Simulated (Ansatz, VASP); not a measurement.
# Mg2I in VASP and in Ansatz

INCAR

```
SYSTEM = Mg2I
PREC = Accurate
ENCUT = 520
EDIFF = 1E-6
ISMEAR = 0
SIGMA = 0.1
LREAL = .FALSE.
LASPH = .TRUE.
NELM = 80
ALGO = Normal
ISIF = 2
LWAVE = .FALSE.
LCHARG = .FALSE.
GGA = PE
NBANDS = 12
```

File KPOINTS:

```
regular mesh
0
G
  8 8 12
  0 0 0
```

File POSCAR:

```
Mg2I
1.0
    6.2219531803      0.0000000000      0.0000000000
    0.0000000000      6.2219531803      0.0000000000
    0.0000000000      0.0000000000      3.5919490134
Mg I
2 1
Direct
    0.0000000000      0.5000000000      0.0000000000
    0.5000000000      0.0000000000      0.0000000000
    0.5000000000      0.5000000000      0.0000000000
```

Input for Ansatz:

```yaml
crystal:
  lattice:
    - [6.2219531803, 0.0, 0.0]
    - [0.0, 6.2219531803, 0.0]
    - [0.0, 0.0, 3.5919490134]
  atoms:
    - { symbol: Mg, position: [0.0, 0.5, 0.0] }
    - { symbol: Mg, position: [0.5, 0.0, 0.0] }
    - { symbol: I, position: [0.5, 0.5, 0.0] }
basis:
  ecutwfc: 420
kpoints:
  mp_grid: { grid: [8, 8, 12] }
  band_path:
    path:
      - [[0.0, 0.0, 0.0], [0.0, 0.5, 0.0], [0.5, 0.5, 0.0], [0.0, 0.0, 0.0], [0.0, 0.0, 0.5], [0.0, 0.5, 0.5], [0.5, 0.5, 0.5], [0.0, 0.0, 0.5]]
      - [[0.0, 0.5, 0.0], [0.0, 0.5, 0.5]]
      - [[0.5, 0.5, 0.0], [0.5, 0.5, 0.5]]
    npoints: 14
hamiltonian:
  xc: pbe
scf:
  occupations: { method: gaussian, width: 0.1 }
  n_extra_bands: 7
output:
  forces: true
  stress: true
  eigenvalues: true
  populations: true
  dos: { projected: true, de: 0.02, nscf_kmesh: { grid: [10, 10, 15] } }
  bader: true
  write_density: true
  write_potential: true
  elf: true
  volumetric_format: npy
```

Alike in both runs: task single point; functional PBE; k mesh 8 × 8 × 12; occupations gaussian, width 0.1 eV; no spin polarisation.

```csv
,VASP,Ansatz
version,VASP 6.6.1,Ansatz 0.2.0
potentials or method,"VASP PAW PBE potentials, release 64 (Mg, I), cutoff 520 eV","scalar-relativistic, plane waves, PAW"
valence electrons in the cell,11,37
```

```csv
,VASP,Ansatz,Ansatz less VASP
gap on the k mesh at the Fermi level (eV),none,none,-
pressure (GPa),0.0,0.0,+0.02
```

A gap of «none» marks a metal or a gap that the smearing closes. With one functional, cell and mesh, what is left measures potentials, basis and numerics. VASP's potentials hold 11 valence electrons a cell and Ansatz's 37, so a difference there can come from the potentials and not from the codes.

Neither program's run includes spin-orbit coupling.
